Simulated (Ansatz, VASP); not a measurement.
# Rh in VASP and in Ansatz

```
Rh
1.0
     0.00000    1.89216    1.89216
     1.89216    0.00000    1.89216
     1.89216    1.89216    0.00000
Rh
1
Direct
  0.00000 0.00000 0.00000
```

Alike in both runs: functional PBEsol; k mesh 18 × 18 × 18; occupations fermi-dirac, width 0.15 eV; no spin polarisation.

Ansatz relaxed the structure, and its values are those at the end. VASP's run is a single point on that final structure, the one shown.

|  | VASP | Ansatz |
| --- | --- | --- |
| version | VASP 6.6.1 | Ansatz 0.2.0 |
| potentials or method | VASP PAW PBE potentials, release 64 (Rh_pv), cutoff 520 eV | scalar-relativistic, plane waves, PAW |
| valence electrons in the cell | 15 | 17 |

|  | VASP | Ansatz | Ansatz less VASP |
| --- | --- | --- | --- |
| gap on the k mesh at the Fermi level (eV) | none | none | - |
| pressure (GPa) | -0.1 | 0.0 | +0.13 |

VASP's potentials were made for PBE, not for PBEsol, and Ansatz warns of the same on its side. A gap of «none» marks a metal or a gap that the smearing closes. VASP's potentials hold 15 valence electrons a cell and Ansatz's 17, so a difference there can come from the potentials and not from the codes.
